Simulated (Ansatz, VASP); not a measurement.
## Ir: VASP beside Ansatz

POSCAR

```
Ir
1.0
    0.0000000000      1.9964880000      2.0732760000
    1.9964880000      0.0000000000      2.0732760000
    1.9964880000      1.9964880000      0.0000000000
Ir
1
Direct
    0.0000000000      0.0000000000      0.0000000000
```

The input INCAR.step1:

```
  ALGO = Normal
  EDIFF = 1E-4
  ENCUT = 520
  GGA = PE
  ISMEAR = 0
  LASPH = T
  LCHARG = F
  LREAL = F
  LWAVE = T
  NBANDS = 10
  NELM = 60
  PREC = Accurate
  SIGMA = 0.15
```

The input INCAR.step2:

```
  ALGO = Normal
  EDIFF = 1E-6
  ENCUT = 520
  ISIF = 2
  ISMEAR = 0
  ISTART = 1
  LASPH = T
  LCHARG = F
  LMIXTAU = T
  LREAL = F
  LWAVE = F
  METAGGA = R2SCAN
  NBANDS = 10
  NELM = 60
  PREC = Accurate
  SIGMA = 0.15
```

File KPOINTS:

```
k-points
0
Gamma
  22 22 22
```

Input for Ansatz:

```yaml
crystal:
  lattice:
    - [0.0, 1.996488, 2.073276]
    - [1.996488, 0.0, 2.073276]
    - [1.996488, 1.996488, 0.0]
  atoms:
    - { symbol: Ir, position: [0.0, 0.0, 0.0] }
basis:
  ecutwfc: 500
kpoints:
  mp_grid: { grid: [22, 22, 22] }
hamiltonian:
  xc: r2scan
scf:
  occupations: { method: gaussian, width: 0.15 }
output:
  forces: true
  stress: true
  eigenvalues: true
  write_density: true
  write_potential: true
  elf: true
  volumetric_format: npy
```

Change from the starting cell: strain +0.040 along x and y, +0.080 along z, atoms carried along.

Alike in both runs: task single point; functional r2SCAN; k mesh 22 × 22 × 22; occupations gaussian, width 0.15 eV; no spin polarisation.

|  | VASP | Ansatz |
| --- | --- | --- |
| version | VASP 6.6.1 | Ansatz 0.2.0 |
| potentials or method | VASP PAW PBE potentials, release 64 (Ir), cutoff 520 eV | scalar-relativistic, plane waves, PAW |
| valence electrons in the cell | 9 | 17 |

Ansatz gave:

| Item | Value |
| --- | --- |
| gap on the k mesh at the Fermi level (eV) | none |
| pressure (GPa) | -38.4 |
| traceless stress, the component that is largest in VASP (GPa) | -6.13 |

Problem. What did VASP give for the same quantities?

Solution. gap on the k mesh at the Fermi level (eV): none; pressure (GPa): -37.2; traceless stress, the component that is largest in VASP (GPa): -6.13.

VASP's potentials were made for PBE, not for r2SCAN. A gap of «none» marks a metal or a gap that the smearing closes. Both programs put the cell under strong tension, so it lies far from rest at this level. VASP's potentials hold 9 valence electrons a cell and Ansatz's 17, so a difference there can come from the potentials and not from the codes.

Neither program's run includes spin-orbit coupling. Noted on VASP's run: the cell as given lies far from equilibrium.
